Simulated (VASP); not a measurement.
A run of VASP 6.6.1 is set up as follows.

INCAR

```
PREC = Accurate
ENCUT = 520
EDIFF = 1E-7
ISMEAR = -1
SIGMA = 0.05
LREAL = F
LASPH = T
NELM = 60
ALGO = Normal
ISIF = 2
LWAVE = F
LCHARG = F
GGA = PS
IVDW = 13
NBANDS = 20
```

The input KPOINTS:

```
regular mesh
0
Gamma
  9 9 9
```

POSCAR

```
CdF2
1.0
    0.0000000000      2.6821953155      2.6821953155
    2.6821953155      0.0000000000      2.6821953155
    2.6821953155      2.6821953155      0.0000000000
Cd F
1 2
Direct
    0.0000000000      0.0000000000      0.0000000000
    0.7500000000      0.7500000000      0.7500000000
    0.2500000000      0.2500000000      0.2500000000
```

Potentials or basis: VASP PAW PBE potentials, release 64 (Cd, F).

Run with:

```sh
$ cat potpaw_PBE.64/Cd/POTCAR potpaw_PBE.64/F/POTCAR > POTCAR
$ mpirun -np 1 vasp_std > vasp.out
```

Q: Estimate the pressure.

A: 0.8 GPa.

Q: Estimate the dispersion energy per atom.

A: -0.102 eV.

Q: What does it give for the band gap on the k mesh?

A: 2.98 eV, indirect (least direct gap 3.42 eV).

Caveat: the PAW data sets were made with another functional, which shifts forces and pressure a little. A k mesh can miss the band edges.
